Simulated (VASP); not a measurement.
# Rh (P6_3/mmc) in VASP: further runs

The runs below take Rh through single point, with LDA.

Everything below comes from runs of VASP 6.6.1. Logs are shortened: lines on timing, memory, paths and dates and some standing lists are left out, and cuts for length are marked.

### Step 1. The cell of the first run

Symmetry: P6_3/mmc, No. 194, hexagonal system. Conventional cell: a = 2.670 Å, b = 2.670 Å, c = 4.299 Å, α = 90.00°, β = 90.00°, γ = 120.00°. Within 3.5 Å of Rh (site symmetry -6m2) lie 12 Rh at 2.65 to 2.67 Å.

This isn't the form of Rh at room conditions, which is fcc.

### Step 2. Single point, LDA

The input, INCAR:

```
SYSTEM = Rh
ALGO = Fast ; EDIFF = 1E-6
ENCUT = 520 ; ISIF = 2
ISMEAR = 0 ; LASPH = .TRUE.
LCHARG = .TRUE. ; LELF = .TRUE.
LREAL = .FALSE. ; LVHAR = .TRUE.
LWAVE = .FALSE. ; NBANDS = 22
NELM = 100 ; PREC = Accurate
SIGMA = 0.1
```

The input, KPOINTS:

```
k-points
0
G
  18 18 10
  0 0 0
```

The input, POSCAR:

```
Rh
1.0
    2.6702116395      0.0000000000      0.0000000000
   -1.3351058197      2.3124711133      0.0000000000
    0.0000000000      0.0000000000      4.2994247098
Rh
2
Direct
    0.6666666667      0.3333333333      0.7500000000
    0.3333333333      0.6666666667      0.2500000000
```

Potentials or basis: VASP PAW LDA potentials, release 64 (Rh_pv).

On the command line:

```sh
> cat potpaw_LDA.64/Rh_pv/POTCAR > POTCAR
> mpirun -np 1 vasp_std > vasp.out
```

OUTCAR:

```text
SYSTEM = Rh
   EDIFF = 1E-6
   ENCUT = 520
   ISIF = 2
   ISMEAR = 0
   LASPH = .TRUE.
   LREAL = .FALSE.
   NELM = 100
   PREC = Accurate

 ion  position               nearest neighbor table
   1  0.667  0.333  0.750-   2 2.65   2 2.65   2 2.65   2 2.65   2 2.65   2 2.65
   2  0.333  0.667  0.250-   1 2.65   1 2.65   1 2.65   1 2.65   1 2.65   1 2.65

  LATTYP: Found a hexagonal cell.
 ALAT       =     2.6702116395
 C/A-ratio  =     1.6101437977

  Lattice vectors:

 A1 = (   2.6702116395,   0.0000000000,   0.0000000000)
 A2 = (  -1.3351058197,   2.3124711133,   0.0000000000)
 A3 = (   0.0000000000,   0.0000000000,   4.2994247098)

Analysis of symmetry for initial positions (statically):
=====================================================================
 Subroutine PRICEL returns:
 Original cell was already a primitive cell.

 Routine SETGRP: Setting up the symmetry group for a
 hexagonal supercell.

 Subroutine GETGRP returns: Found 24 space group operations
 (whereof 12 operations were pure point group operations)
 out of a pool of 24 trial point group operations.

The static configuration has the point symmetry D_3d.
 The point group associated with its full space group is D_6h.

Analysis of symmetry for dynamics (positions and initial velocities):
=====================================================================
 Subroutine PRICEL returns:
 Original cell was already a primitive cell.

 Routine SETGRP: Setting up the symmetry group for a
 hexagonal supercell.

 Subroutine GETGRP returns: Found 24 space group operations
 (whereof 12 operations were pure point group operations)
 out of a pool of 24 trial point group operations.

The dynamic configuration has the point symmetry D_3d.
 The point group associated with its full space group is D_6h.

 Subroutine INISYM returns: Found 24 space group operations
 (whereof 12 operations are pure point group operations),
 and found     1 'primitive' translations

----------------------------------------------------------------------------------------

                                     Primitive cell

  volume of cell :      26.5480

  direct lattice vectors                    reciprocal lattice vectors
     2.670211640  0.000000000  0.000000000     0.374502150  0.216218917  0.000000000
    -1.335105820  2.312471113  0.000000000     0.000000000  0.432437834  0.000000000
     0.000000000  0.000000000  4.299424710     0.000000000  0.000000000  0.232589257

  length of vectors
     2.670211640  2.670211639  4.299424710     0.432437834  0.432437834  0.232589257

  position of ions in fractional coordinates (direct lattice)
     0.666666667  0.333333333  0.750000000
     0.333333333  0.666666667  0.250000000

  ion indices of the primitive-cell ions
   primitive index   ion index
                 1           1
                 2           2

----------------------------------------------------------------------------------------

 KPOINTS: k-points

Automatic generation of k-mesh.
 Grid dimensions read from file:
 generate k-points for:   18   18   10

 Generating k-lattice:

  Cartesian coordinates                     Fractional coordinates (reciprocal lattice)
     0.020805675  0.012012162  0.000000000     0.055555556  0.000000000  0.000000000
     0.000000000  0.024024324  0.000000000     0.000000000  0.055555556  0.000000000
     0.000000000  0.000000000  0.023258926     0.000000000  0.000000000  0.100000000

  Length of vectors
     0.024024324  0.024024324  0.023258926

  Shift w.r.t. Gamma in fractional coordinates (k-lattice)
     0.000000000  0.000000000  0.000000000

 Subroutine IBZKPT returns following result:
 ===========================================

 Found    222 irreducible k-points:

 Following reciprocal coordinates:
            Coordinates               Weight
  0.000000  0.000000  0.000000      1.000000
  0.055556  0.000000  0.000000      6.000000
  0.111111  0.000000  0.000000      6.000000
  0.166667 -0.000000  0.000000      6.000000
  0.222222 -0.000000  0.000000      6.000000
  0.277778 -0.000000  0.000000      6.000000
[... 16 lines left out ...]
  0.333333  0.111111  0.000000     12.000000
  0.388889  0.111111  0.000000     12.000000
 [... further k-points ...]
   k-points           NKPTS =    222   k-points in BZ     NKDIM =    222   number of bands    NBANDS=     22
   number of dos      NEDOS =    301   number of ions     NIONS =      2
   total plane-waves  NPLWV =  12800
   dimension x,y,z NGX =    20 NGY =   20 NGZ =   32
   dimension x,y,z NGXF=    40 NGYF=   40 NGZF=   64
   ions per type =               2
   NGX,Y,Z   is equivalent  to a cutoff of  12.45, 12.45, 12.37 a.u.
   NGXF,Y,Z  is equivalent  to a cutoff of  24.90, 24.90, 24.75 a.u.
 SYSTEM =  Rh
   PREC   = accura    normal or accurate (medium, high low for compatibility)
   ISTART =      0    job   : 0-new  1-cont  2-samecut
   ICHARG =      2    charge: 1-file 2-atom 10-const
   ISPIN  =      1    spin polarized calculation?
   LNONCOLLINEAR =      F non collinear calculations
   LSORBIT =      F    spin-orbit coupling
   LASPH  =      T    aspherical Exc in radial PAW
   ENCUT  =  520.0 eV  38.22 Ry    6.18 a.u.   4.96  4.96  7.99*2*pi/ulx,y,z
   NELM   =    100;   NELMIN=  2; NELMDL= -5     # of ELM steps
   EDIFF  = 0.1E-05   stopping-criterion for ELM
   LREAL  =      F    real-space projection
   EDIFFG = 0.1E-04   stopping-criterion for IOM
   NSW    =      0    number of steps for IOM
   IBRION =     -1    ionic relax: 0-MD 1-quasi-New 2-CG
   NFREE  =      0    steps in history (QN), initial steepest desc. (CG)
   ISIF   =      2    stress and relaxation
   ISYM   =      2    0-nonsym 1-usesym 2-fastsym
   POTIM  = 0.5000    time-step for ionic-motion
   TEBEG  =    0.0;   TEEND  =   0.0 temperature during run
   PSTRESS=    0.0 pullay stress
   NELECT =      30.0000    total number of electrons
   NUPDOWN=      -1.0000    fix difference up-down
   EMIN   =  10.00;   EMAX   =-10.00  energy-range for DOS
   EFERMI =   0.00;   METHOD = LEGACY
   ISMEAR =     0;   SIGMA  =   0.10  broadening in eV -4-tet -1-fermi 0-gaus
   EFERMI_NEDOS =   21; number of points for ismear=-14 and -15
   IALGO  =     68    algorithm
   IMIX   =      4    mixing-type and parameters
     AMIX     =   0.40;   BMIX     =  1.00
     AMIX_MAG =   1.60;   BMIX_MAG =  1.00
  volume/ion in A,a.u.               =      13.27        89.58
  Fermi-wavevector in a.u.,A,eV,Ry     =   1.705184  3.222330 39.560992  2.907651
  Thomas-Fermi vector in A             =   2.784450
   LORBIT       =      0    0 simple, 1 ext, 2 COOP (PROOUT), +10 PAW based schemes
   GGA     = CA    functional components
   LHFCALC =     F    Hartree Fock is set to
   AEXX    =    0.0000 exact exchange contribution
   IVDW    =     0    specifies the selected vdW correction
   LEPSILON=     F    determine dielectric tensor
   LRPA    =     F    only Hartree local field effects (RPA)
 non-spin polarized calculation
 RMM-DIIS sequential band-by-band and
 Gauss-broadening in eV      SIGMA  =   0.10
  energy-cutoff  :      520.00
  volume of cell :       26.55
 maximum number of plane-waves:       744
 NGX is ok and might be reduce to    20
   NGX =  9   NGY =  9   NGZ = 15

 number of electron      29.9999994 magnetization

 Free energy of the ion-electron system (eV)
  ---------------------------------------------------
  ext. energy  EPLUGINS =         0.00000000
  ---------------------------------------------------
  free energy    TOTEN  =       -17.29375502 eV

  energy without entropy =      -17.27873873  energy(sigma->0) =      -17.28624687

 E-fermi :  12.4873     XC(G=0): -14.5750

 val. band max:       12.4868509825   @ k =   0.2778  -0.0000   0.4000
 cond. band min:      12.4881480186   @ k =   0.3333   0.3333   0.1000
 fundamental gap:      0.0012970361
 Fermi energy:        12.4872868815

 k-point     1 :       0.0000    0.0000    0.0000
  band No.  band energies     occupation
      1     -34.7175      2.00000
      2     -33.9534      2.00000
      3     -33.9534      2.00000
      4     -33.8467      2.00000
      5     -33.8282      2.00000
      6     -33.8282      2.00000
[... 14 lines left out ...]
     21      30.6214      0.00000
     22      31.2685      0.00000

 k-point     2 :       0.0556    0.0000    0.0000
  band No.  band energies     occupation
      1     -34.7092      2.00000
      2     -33.9721      2.00000
      3     -33.9595      2.00000
      4     -33.8502      2.00000
      5     -33.8477      2.00000
      6     -33.8311      2.00000
[... 14 lines left out ...]
     21      30.7532      0.00000
     22      31.3949      0.00000

 k-point     3 :       0.1111    0.0000    0.0000
  band No.  band energies     occupation
      1     -34.6848      2.00000
      2     -34.0258      2.00000
      3     -33.9769      2.00000
      4     -33.9032      2.00000
      5     -33.8608      2.00000
      6     -33.8395      2.00000
[... 14 lines left out ...]
     21      31.1006      0.00000
     22      31.5304      0.00000

 k-point     4 :       0.1667   -0.0000    0.0000
  band No.  band energies     occupation
      1     -34.6459      2.00000
      2     -34.1081      2.00000
      3     -34.0030      2.00000
      4     -33.9869      2.00000
      5     -33.8785      2.00000
      6     -33.8529      2.00000
[... 14 lines left out ...]
     21      31.3312      0.00000
     22      31.3484      0.00000

 k-point     5 :       0.2222   -0.0000    0.0000
  band No.  band energies     occupation
      1     -34.5950      2.00000
      2     -34.2092      2.00000
      3     -34.0876      2.00000
      4     -34.0342      2.00000
      5     -33.9034      2.00000
      6     -33.8699      2.00000
[... 14 lines left out ...]
     21      30.3873      0.00000
     22      30.4402      0.00000

 k-point     6 :       0.2778   -0.0000    0.0000
  band No.  band energies     occupation
      1     -34.5355      2.00000
      2     -34.3168      2.00000
      3     -34.1925      2.00000
      4     -34.0666      2.00000
      5     -33.9350      2.00000
      6     -33.8886      2.00000
[... 14 lines left out ...]
     21      28.9534      0.00000
     22      29.3734      0.00000

 k-point     7 :       0.3333   -0.0000    0.0000
  band No.  band energies     occupation
      1     -34.4721      2.00000
      2     -34.4179      2.00000
      3     -34.2890      2.00000
      4     -34.0964      2.00000
      5     -33.9723      2.00000
      6     -33.9066      2.00000
[... 324 lines left out ...]
      6     -33.9000      2.00000
[... 14 lines left out ...]
     21      28.2575      0.00000
     22      30.3838      0.00000

 k-point    21 :       0.2222    0.1111    0.0000
  band No.  band energies     occupation
      1     -34.5160      2.00000
      2     -34.3138      2.00000
      3     -34.2394      2.00000
      4     -34.0676      2.00000
      5     -33.9460      2.00000
      6     -33.9255      2.00000
[... 14 lines left out ...]
     21      27.1778      0.00000
     22      29.4450      0.00000

 k-point    22 :       0.2778    0.1111    0.0000
  band No.  band energies     occupation
      1     -34.4537      2.00000
      2     -34.4073      2.00000
      3     -34.3086      2.00000
      4     -34.1129      2.00000
      5     -33.9836      2.00000
      6     -33.9485      2.00000
[... 14 lines left out ...]
     21      26.0926      0.00000
     22      28.6467      0.00000

 k-point    23 :       0.3333    0.1111    0.0000
  band No.  band energies     occupation
      1     -34.4838      2.00000
      2     -34.3932      2.00000
      3     -34.3641      2.00000
      4     -34.1495      2.00000
      5     -34.0240      2.00000
      6     -33.9670      2.00000
[... 14 lines left out ...]
     21      25.1374      0.00000
     22      27.9827      0.00000

 k-point    24 :       0.3889    0.1111    0.0000
  band No.  band energies     occupation
      1     -34.5336      2.00000
      2     -34.4003      2.00000
      3     -34.3444      2.00000
      4     -34.1730      2.00000
      5     -34.0597      2.00000
      6     -33.9791      2.00000
[... 14 lines left out ...]
     21      24.4647      0.00000
     22      27.4544      0.00000

 [... further k-points ...]

------------------------ aborting loop because EDIFF is reached ----------------------------------------

  FORCE on cell =-STRESS in cart. coord.  units (eV):
  Direction    XX          YY          ZZ          XY          YZ          ZX
  --------------------------------------------------------------------------------------
  -------------------------------------------------------------------------------------
  Total        0.1252112      0.1252112      0.1311353      0.0000000     -0.0000000      0.0000000
  in kB        7.5565102      7.5565102      7.9140313      0.0000000     -0.0000000      0.0000000
  external PRESSURE =       7.6756839 kB  Pullay stress =       0.0000000 kB

 VOLUME and BASIS-vectors are now :
 -----------------------------------------------------------------------------
  energy-cutoff  :      520.00
  volume of cell :       26.55
      direct lattice vectors                 reciprocal lattice vectors
     2.670211640  0.000000000  0.000000000     0.374502150  0.216218917  0.000000000
    -1.335105820  2.312471113  0.000000000     0.000000000  0.432437834  0.000000000
     0.000000000  0.000000000  4.299424710     0.000000000  0.000000000  0.232589257

 POSITION                                       TOTAL-FORCE (eV/Angst)
 -----------------------------------------------------------------------------------
      1.33511      0.77082      3.22457         0.000000      0.000000      0.000000
     -0.00000      1.54165      1.07486        -0.000000      0.000000      0.000000
 -----------------------------------------------------------------------------------
    total drift:                               -0.000000      0.000000     -0.000000

  FREE ENERGIE OF THE ION-ELECTRON SYSTEM (eV)
  ---------------------------------------------------
  free  energy   TOTEN  =       -17.2937550195 eV

  energy  without entropy=      -17.2787387268  energy(sigma->0) =      -17.28624687
```

It took 37 s on 1 thread of Intel Xeon 6975P-C (Granite Rapids), shared host; peak memory 0.2 GiB.

What came out:

* Free energy: -17.2938 eV
* Pressure: 0.8 GPa
* Band gap on the k mesh: zero (bands 15 and 16 overlap by 2.59 eV)

### Step 3. Single point, LDA

The input, INCAR:

```
SYSTEM = Rh
ALGO     = Fast           ! electronic algorithm
EDIFF    = 1E-7           ! SCF threshold, eV
ENCUT    = 520            ! plane-wave cutoff, eV
ISIF     = 2              ! what is computed and relaxed
ISMEAR   = 0              ! smearing method
LASPH    = .TRUE.         ! aspherical terms in the spheres
LCHARG   = .FALSE.        ! write CHGCAR
LREAL    = .FALSE.        ! projectors in reciprocal space
LWAVE    = .FALSE.        ! write WAVECAR
NBANDS   = 22             ! bands
NELM     = 60             ! most SCF steps
PREC     = Accurate       ! precision mode
SIGMA    = 0.1            ! smearing width, eV
```

KPOINTS is that of step 2.

The input, POSCAR:

```
Rh
1.0
    2.6701406813      0.0000000000      0.0000000000
   -1.3350703406      2.3124096617      0.0000000000
    0.0000000000      0.0000000000      4.2990460297
Rh
2
Direct
    0.6666666667      0.3333333333      0.7500000000
    0.3333333333      0.6666666667      0.2500000000
```

Potentials or basis: VASP PAW LDA potentials, release 64 (Rh_pv).

On the command line:

```sh
> cat potpaw_LDA.64/Rh_pv/POTCAR > POTCAR
> mpirun -np 1 vasp_std > vasp.out
```

Run time: 43 s. Hardware: 1 thread of Intel Xeon 6975P-C (Granite Rapids), shared host; peak memory 0.2 GiB.

Results (log left out):

```yaml
Free_energy: -17.2937 eV
Pressure: 0.9 GPa
Band_gap_on_the_k_mesh: zero (bands 15 and 16 overlap by 2.59 eV)
```

Levels at points of the mesh, in eV from the Fermi level:
```tsv
k point	band 11	band 12	band 13	band 14	band 15	band 16	band 17	band 18	band 19	band 20
(0.00, 0.00, 0.00)	-3.25	-2.68	-2.68	-2.09	-2.09	0.13	0.13	0.68	8.98	15.80
(0.50, 0.00, 0.00)	-2.88	-2.38	-2.33	0.43	0.68	0.77	3.12	5.28	10.52	11.08
(0.00, 0.00, 0.50)	-3.38	-3.38	-3.38	-3.38	-0.48	-0.48	-0.48	-0.48	14.97	14.97
(0.50, 0.00, 0.50)	-1.82	-1.82	-0.37	-0.37	0.64	0.64	2.69	2.69	9.62	9.62
```
